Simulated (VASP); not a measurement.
A run of VASP 6.6.1 is set up as follows.

Contents of POSCAR:

```
ZrC
1.0
    0.0000000000      2.3350000000      2.3350000000
    2.3350000000      0.0000000000      2.3350000000
    2.3350000000      2.3350000000      0.0000000000
Zr C
1 1
Direct
    0.0000000000      0.0000000000      0.0000000000
    0.5000000000      0.5000000000      0.5000000000
```

The input INCAR.step1:

```
  PREC = Accurate
  ENCUT = 600
  ISMEAR = 0
  SIGMA = 0.1
  LREAL = F
  LASPH = T
  NELM = 100
  GGA = PE
  ALGO = Normal
  EDIFF = 1E-4
  LWAVE = T
  LCHARG = F
```

The input INCAR.step2:

```
  PREC = Accurate
  ENCUT = 600
  EDIFF = 1E-6
  ISMEAR = 0
  SIGMA = 0.1
  LREAL = F
  LASPH = T
  NELM = 100
  ALGO = Normal
  ISIF = 3
  LWAVE = F
  LCHARG = F
  METAGGA = R2SCAN
  LMIXTAU = T
  LUSE_VDW = T
  IVDW_NL = 2
  BPARAM = 11.95
  CPARAM = 0.0093
  IBRION = 2
  NSW = 100
  EDIFFG = -0.002
  ISTART = 1
```

KPOINTS

```
Automatic mesh
0
Gamma
  16 16 16
```

Potentials or basis: VASP PAW PBE potentials, release 64 (Zr_sv, C).

Launch:

```bash
$ cat potpaw_PBE.64/Zr_sv/POTCAR potpaw_PBE.64/C/POTCAR > POTCAR
$ cp INCAR.step1 INCAR
$ mpirun -np 1 vasp_std > vasp.out
$ cp INCAR.step2 INCAR
$ mpirun -np 1 vasp_std > vasp.out
```

Problem. Predict the relaxed volume.

Solution. 13.02 Å³/atom.

Problem. Predict the band gap on the k mesh.

Solution. Zero (band 8 reaches 10.53 eV, above the bottom of band 9 at 9.20 eV).

Problem. Estimate the space group after relaxing (to 0.05 Å).

Solution. Fm-3m (No. 225).

Problem. Estimate the relaxed cell.

Solution. a = 3.327 Å, b = 3.327 Å, c = 3.327 Å, α = 60.00°, β = 60.00°, γ = 60.00°.

Step by step:
| step | energy change (eV) | largest force (eV/Å) | pressure (GPa) | volume (Å³) |
| --- | --- | --- | --- | --- |
| 1 | 0.0000 | 0.0000 | 5.50 | 25.46 |
| 2 | 0.0197 | 0.0000 | -8.57 | 27.11 |
| 3 | -0.0098 | 0.0000 | -0.06 | 26.05 |
| 4 | -0.0098 | 0.0000 | 0.02 | 26.04 |

Caveat: the PAW data sets were made with another functional, which shifts forces and pressure a little.
